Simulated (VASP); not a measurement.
Crystal: Ba3C2.

```
Ba C
1.0
     7.43640    0.00000    0.00000
     0.00000    7.43640    0.00000
     0.00000    0.00000    5.23188
Ba C
6 4
Direct
  0.00000 0.00000 0.00000
  0.50000 0.50000 0.00000
  0.15851 0.65851 0.50000
  0.34149 0.15851 0.50000
  0.84149 0.34149 0.50000
  0.65851 0.84149 0.50000
  0.43789 0.93789 0.00000
  0.06211 0.43789 0.00000
  0.56211 0.06211 0.00000
  0.93789 0.56211 0.00000
```

| Item | Value |
| --- | --- |
| Program | VASP 6.6.1 |
| Task | relaxation of cell and atoms |
| Functional | PBE |
| Potentials or basis | VASP PAW PBE potentials, release 64 (Ba_sv, C) |
| Cutoff | 600 eV |
| k mesh | 4 × 4 × 4 |
| Occupations | gaussian, width 0.1 eV |
| Spin | no spin polarisation |

At the start: pressure 0.7 GPa; volume 28.93 Å³/atom.

**Question.** Where does the relaxation end?

**Answer.** Over 10 steps the energy falls by 5.4 meV/atom and the volume is 29.83 Å³/atom (+3.1 %); space group P4/mbm (No. 127, to 0.1 Å) before and after.

Step by step:
```csv
step,energy change (eV),largest force (eV/Å),pressure (GPa),volume (Å³)
1,0.0000,0.2444,0.74,289.32
2,0.0074,1.2482,-0.57,294.97
3,-0.0110,0.4328,0.15,291.74
4,-0.0292,0.2555,0.02,294.65
5,-0.0424,0.1026,-0.18,299.99
6,-0.0454,0.0486,-0.25,299.89
7,-0.0485,0.3142,-0.41,299.63
8,-0.0494,0.2867,-0.38,299.49
9,-0.0518,0.2030,-0.32,299.09
10,-0.0542,0.0321,-0.18,298.27
```

Final structure:
```
Ba C
1.0
     7.40916    0.00000    0.00000
     0.00000    7.40916    0.00000
     0.00000    0.00000    5.43343
Ba C
6 4
Direct
  0.00000 0.00000 0.00000
  0.50000 0.50000 0.00000
  0.16332 0.66332 0.50000
  0.33668 0.16332 0.50000
  0.83668 0.33668 0.50000
  0.66332 0.83668 0.50000
  0.43763 0.93763 0.00000
  0.06237 0.43763 0.00000
  0.56237 0.06237 0.00000
  0.93763 0.56237 0.00000
```
